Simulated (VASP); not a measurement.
Input of a VASP 6.6.1 run:

The input INCAR:

```
ALGO = Normal ; EDIFF = 1E-6
ENCUT = 600 ; GGA = PS
GGA_COMPAT = False ; ISIF = 2
ISMEAR = 0 ; LASPH = True
LCHARG = True ; LELF = True
LREAL = False ; LVHAR = True
LWAVE = False ; NBANDS = 11
NELM = 120 ; PREC = Accurate
SIGMA = 0.01
```

File KPOINTS:

```
k-points
0
Gamma
  8 8 8
```

POSCAR

```
BeTe
1.0
    0.0000000000      2.7745219927      2.7745219927
    2.7745219927      0.0000000000      2.7745219927
    2.7745219927      2.7745219927      0.0000000000
Be Te
1 1
Direct
    0.0000000000      0.0000000000      0.0000000000
    0.2500000000      0.2500000000      0.2500000000
```

Potentials or basis: VASP PAW PBE potentials, release 64 (Be, Te).

Launch:

```console
$ cat potpaw_PBE.64/Be/POTCAR potpaw_PBE.64/Te/POTCAR > POTCAR
$ mpirun -np 1 vasp_std > vasp.out
```

**Question.** Estimate the pressure.

**Answer.** 2.2 GPa.

**Question.** Predict the band gap on the k mesh.

**Answer.** 1.74 eV, indirect (least direct gap 3.56 eV).

Caveat: the PAW data sets were made with another functional, which shifts forces and pressure a little; spin-orbit coupling is left out, which moves the levels of the heavy elements. A k mesh can miss the band edges.
